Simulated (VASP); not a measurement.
Write the native input for VASP 6.6.1 that does the following.

```
Task                   : single point
Functional             : LDA
Potentials or basis    : VASP PAW LDA potentials, release 64 (Sb_d_GW, Ga_d)
Cutoff                 : 500 eV
k mesh                 : 8 × 8 × 8
Occupations            : fermi-dirac, width 0.05 eV
Spin                   : no spin polarisation
Dipole correction      : no
Further INCAR settings : ALGO = Normal; EDIFF = 1e-06; NBANDS = 21
```

The structure of GaSb lies in POSCAR:

```
GaSb
1.0
    0.0000000000      3.0792588685      3.0792588685
    3.0792588685      0.0000000000      3.0792588685
    3.0792588685      3.0792588685      0.0000000000
Sb Ga
1 1
Direct
    0.7500000000      0.7500000000      0.7500000000
    0.0000000000      0.0000000000      0.0000000000
```

The input as run:

INCAR

```
SYSTEM = GaSb
PREC = Accurate ; ENCUT = 500
EDIFF = 1E-6 ; ISMEAR = -1
SIGMA = 0.05 ; LREAL = .False.
LASPH = .True. ; NELM = 120
ALGO = Normal ; ISIF = 2
LWAVE = .False. ; LCHARG = .False.
NBANDS = 21 ; GGA_COMPAT = .False.
```

KPOINTS

```
Automatic mesh
0
Gamma
  8 8 8
  0 0 0
```

Potentials or basis: VASP PAW LDA potentials, release 64 (Sb_d_GW, Ga_d).

The run is started by

```sh
$ cat potpaw_LDA.64/Sb_d_GW/POTCAR potpaw_LDA.64/Ga_d/POTCAR > POTCAR
$ mpirun -np 1 vasp_std > vasp.out
```

Results of the run:

```
Pressure               : -2.6 GPa
Band gap on the k mesh : zero (filled and empty bands touch)
```

Caveat: semilocal functionals underestimate gaps, and a narrow one can read as zero; spin-orbit coupling is left out, which moves the levels of the heavy elements.

Wall time 19 s on 1 thread of Intel(R) Xeon(R) Platinum 8488C (Sapphire Rapids), with other jobs on the host, peak memory 0.18 GiB.
